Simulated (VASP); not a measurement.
Sr4TmSi: single point with PBE

Crystal: Sr4TmSi.

```
CELL_PARAMETERS angstrom
6.23138 0.00000 0.00000
-3.11569 5.39654 0.00000
0.00000 0.00000 6.95461
ATOMIC_POSITIONS crystal
Sr 0.33333 0.66667 0.50000
Sr 0.66667 0.33333 0.50000
Sr 0.33333 0.66667 0.00000
Sr 0.66667 0.33333 0.00000
Tm 0.00000 0.00000 0.00000
Si 0.00000 0.00000 0.50000
```

The cell was built from a structure type or drawn by symmetry, and may not be a known phase.

```yaml
Program: VASP 6.6.1
Task: single point
Functional: PBE
Potentials_or_basis: VASP PAW PBE potentials, release 64 (Sr_sv, Tm_3, Si), 4f in core
Cutoff: 500 eV
k_mesh: 3 × 3 × 3
Occupations: gaussian, width 0.2 eV
Spin: no spin polarisation
```

```json
{
 "Pressure": "0.1 GPa",
 "Band gap on the k mesh": "zero (an odd number of electrons rules out a gap without spin polarisation)"
}
```

Stress tensor (GPa, compression positive):
```
0.01 0.00 0.00
0.00 0.01 0.00
0.00 0.00 0.38
```

Levels at points of the mesh, in eV from the Fermi level:
| k point | band 24 | band 25 | band 26 | band 27 | band 28 | band 29 |
| --- | --- | --- | --- | --- | --- | --- |
| (0.00, 0.00, 0.00) | -1.13 | -0.38 | 0.25 | 0.25 | 0.60 | 0.60 |

Wall time 58 s on 1 thread of Intel(R) Xeon(R) Platinum 8488C (Sapphire Rapids), on a shared host, peak memory 0.36 GiB.

Caveat: the k points lie up to 0.39 Å⁻¹ apart, too coarse for converged energies and pressures of a metal; spin-orbit coupling is left out, which moves the levels of the heavy elements; the 4f electrons are frozen in the core, so they carry no moment and show no levels. Spin polarisation is off, so any magnetic state and its effect on volume and gap are missing.
